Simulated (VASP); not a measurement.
Write the native input for VASP 6.6.1 that does the following.

```yaml
Task: single point
Functional: PBE
Potentials_or_basis: VASP PAW PBE potentials, release 64 (Si, Mo_sv)
Cutoff: 520 eV
k_mesh: 12 × 12 × 12
Occupations: gaussian, width 0.05 eV
Spin: no spin polarisation
Dipole_correction: no
Further_INCAR_settings: ALGO = Normal; EDIFF = 1e-06; NBANDS = 18
```

The structure of Si2Mo lies in POSCAR:

```
Si2Mo
1.0
    0.0000000000     -3.3231962252      0.0000000000
    3.3231962252      0.0000000000      0.0000000000
   -1.6615981126      1.6615981126      4.0818196135
Si Mo
2 1
Direct
    0.3330000000      0.3330000000      0.6660000000
    0.6670000000      0.6670000000      0.3340000000
    0.0000000000      0.0000000000      0.0000000000
```

These files were run (other wordings do the same):

INCAR

```
ALGO = Normal
EDIFF = 1E-6
ENCUT = 520
GGA = PE
ISIF = 2
ISMEAR = 0
LASPH = T
LCHARG = F
LREAL = F
LWAVE = F
NBANDS = 18
NELM = 100
PREC = Accurate
SIGMA = 0.05
```

KPOINTS

```
k-points
0
Gamma
  12 12 12
```

Potentials or basis: VASP PAW PBE potentials, release 64 (Si, Mo_sv).

Run with:

```sh
$ cat potpaw_PBE.64/Si/POTCAR potpaw_PBE.64/Mo_sv/POTCAR > POTCAR
$ mpirun -np 1 vasp_std > vasp.out
```

It gave:

The pressure is -16.8 GPa, the largest force is 0.425 eV/Å and the band gap on the k mesh is zero (bands 11 and 12 overlap by 0.94 eV).

Caveat: the cell stands under tension.

Wall time 3.4 min on 1 thread of Intel Xeon 8259CL, with other jobs on the host, peak memory 0.26 GiB.
